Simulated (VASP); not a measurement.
## CdSi47 (a cell with a defect): single point with PBE

The system is CdSi47 (a cell with a defect).

```xyz
48
Lattice="11.3844 0.0000 0.0000 -3.7948 6.5728 0.0000 0.0000 0.0000 12.7099" Properties=species:S:1:pos:R:3 pbc="T T T"
Si   -0.0409   -0.0925    5.2334
Si   -1.9549    3.3253    5.2472
Si    3.7764   -0.0143    5.1661
Si    1.9720    3.3653    5.2412
Si    7.6146    0.0484    5.1596
Si    5.6582    3.2244    5.1501
Si   -0.0024   -0.0308   11.5007
Si   -1.9188    3.3019   11.4983
Si    3.7900   -0.0025   11.5414
Si    1.9297    3.3069   11.4849
Si    7.5954    0.0116   11.5545
Si    5.6847    3.2724   11.5697
Si    0.0085   -0.0056    1.1259
Si   -1.8911    3.2931    1.1220
Si    3.7926   -0.0023    1.1964
Si    1.9065    3.2922    1.1120
Si    7.5930    0.0041    1.2045
Si    5.6923    3.2794    1.2139
Si   -0.0071   -0.0376    7.5543
Si   -1.9226    3.3031    7.5651
Si    3.7895   -0.0025    7.5280
Si    1.9314    3.3115    7.5605
Si    7.5942    0.0072    7.5228
Si    5.6855    3.2750    7.5100
Si   -1.9263    5.4634    4.3847
Si    3.7606    2.1822    4.3857
Si    1.9339    5.5098    4.3893
Si    7.6093    2.2398    4.3806
Si    5.6836    5.4232    4.3866
Si    1.8964    1.0948   10.7087
Si    0.0007    4.3847   10.7125
Si    5.6897    1.0906   10.7261
Si    3.8321    4.4054   10.7174
Si    9.4885    1.0988   10.7190
Si    7.5532    4.3566   10.7100
Si    0.0109    2.1925    1.8207
Si   -1.9071    5.4680    1.9998
Si    3.7746    2.1940    2.0075
Si    1.8995    5.4643    2.0047
Si    7.6164    2.2040    2.0059
Si    5.7103    5.4847    2.0051
Si    1.8907    1.0988    8.3346
Si    0.0022    4.3813    8.3440
Si    5.6888    1.0918    8.3486
Si    3.8223    4.3968    8.3652
Si    9.4890    1.0981    8.3480
Si    7.5578    4.3599    8.3804
Cd    0.0274    2.1933    4.2897
```

```json
{
  "Program": "VASP 6.6.1",
  "Task": "single point",
  "Functional": "PBE",
  "Potentials or basis": "VASP PAW PBE potentials, release 64 (Si, Cd)",
  "Cutoff": "520 eV",
  "k mesh": "2 × 3 × 2",
  "Occupations": "fermi-dirac, width 0.01 eV",
  "Spin": "no spin polarisation",
  "Dipole correction": "no",
  "Charge": "-2",
  "Further INCAR settings": "LREAL = Auto; ALGO = Normal; EDIFF = 1e-07; NBANDS = 130; NELECT = 202.0"
}
```

| Quantity | Value |
| --- | --- |
| Largest force | 0.034 eV/Å |

Forces in eV/Å, atoms in the order of the input:
```
Si  -0.004 -0.011  0.002
Si  -0.008  0.011  0.007
Si   0.001  0.003 -0.005
Si   0.016  0.009  0.006
Si  -0.002 -0.002 -0.004
Si   0.004  0.001 -0.002
Si  -0.003 -0.001 -0.004
Si   0.005  0.000 -0.006
Si  -0.001 -0.003 -0.002
Si  -0.003  0.003  0.000
Si   0.003  0.000 -0.004
Si   0.002  0.002 -0.002
Si  -0.001 -0.004  0.007
Si  -0.007  0.002  0.006
Si   0.006  0.004  0.006
Si   0.005  0.001  0.007
Si  -0.005 -0.001  0.003
Si   0.001 -0.001  0.008
Si   0.001  0.005  0.007
Si   0.003 -0.002  0.004
Si   0.001 -0.001 -0.002
Si  -0.005  0.000  0.006
Si  -0.003 -0.002  0.002
Si   0.001  0.000  0.002
Si  -0.002 -0.003  0.009
Si  -0.004 -0.001  0.001
Si  -0.001  0.002 -0.001
Si  -0.002 -0.003  0.000
Si  -0.003  0.000  0.006
Si   0.003 -0.001  0.000
Si  -0.001  0.003  0.001
Si  -0.001  0.000  0.008
Si   0.003  0.001  0.002
Si  -0.001  0.000  0.003
Si  -0.003 -0.001  0.001
Si   0.000 -0.001 -0.034
Si   0.000 -0.001  0.000
Si  -0.002  0.002  0.001
Si   0.001 -0.002  0.002
Si   0.002 -0.004 -0.006
Si  -0.003 -0.001 -0.007
Si  -0.001 -0.002 -0.003
Si   0.001 -0.001  0.003
Si   0.003 -0.001  0.001
Si   0.000  0.000 -0.006
Si   0.002  0.001  0.002
Si  -0.001  0.002 -0.013
Cd   0.005 -0.005 -0.014
```

Levels at points of the mesh, in eV from the Fermi level:
```tsv
k point	band 99	band 100	band 101	band 102	band 103	band 104
(0.00, 0.00, 0.00)	-0.71	-0.22	-0.07	0.07	0.13	0.23
(0.50, 0.00, 0.00)	-1.07	-0.83	-0.07	-0.06	0.06	0.07
(0.00, 0.00, 0.50)	-0.95	-0.28	0.04	0.13	0.16	0.21
(0.50, 0.00, 0.50)	-1.31	-1.09	-0.03	0.04	0.06	0.26
```

Run time: 2.5 min on 1 × NVIDIA H100 80GB with 1 thread of AMD EPYC 7R13 Processor (Zen 3), on a shared host, peak memory 2 GiB.

Caveat: the cell carries a net charge on a neutralising background, which shifts energy and pressure; the cell is charged against a uniform background, so pressure and absolute levels hang on convention.
